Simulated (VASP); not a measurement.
Input of a VASP 6.6.1 run:

The input POSCAR:

```
AlRu
1.0
    2.9305298028      0.0000000000      0.0000000000
    0.0000000000      2.9305298028      0.0000000000
    0.0000000000      0.0000000000      2.9305298028
Ru Al
1 1
Direct
    0.5000000000      0.5000000000      0.5000000000
    0.0000000000      0.0000000000      0.0000000000
```

INCAR.step1

```
PREC = Accurate ; ENCUT = 520
EDIFF = 1E-5 ; ISMEAR = -1
SIGMA = 0.05 ; LREAL = F
LASPH = T ; NELM = 60
ALGO = Normal ; ISIF = 2
LWAVE = T ; GGA = PE
NBANDS = 16
```

INCAR.step2

```
PREC = Accurate ; ENCUT = 520
EDIFF = 1E-7 ; ISMEAR = -1
SIGMA = 0.05 ; LREAL = F
LASPH = T ; NELM = 60
ALGO = Normal ; ISIF = 2
LWAVE = F ; LCHARG = T
GGA = PE ; LHFCALC = T
AEXX = 0.25 ; PRECFOCK = Normal
LELF = T ; LVHAR = T
ISTART = 1 ; NBANDS = 16
```

KPOINTS

```
regular mesh
0
Gamma
  6 6 6
```

Potentials or basis: VASP PAW PBE potentials, release 64 (Ru_pv, Al).

Launch:

```bash
$ cat potpaw_PBE.64/Ru_pv/POTCAR potpaw_PBE.64/Al/POTCAR > POTCAR
$ cp INCAR.step1 INCAR
$ mpirun -np 1 vasp_std > vasp.out
$ cp INCAR.step2 INCAR
$ mpirun -np 1 vasp_std > vasp.out
```

Question: What does it give for the band gap on the k mesh?

Answer: Zero (an odd number of electrons rules out a gap without spin polarisation).

Question: Predict the pressure.

Answer: 10.4 GPa.

Caveat: the cell stands under pressure; the PAW data sets were made with another functional, which shifts forces and pressure a little.
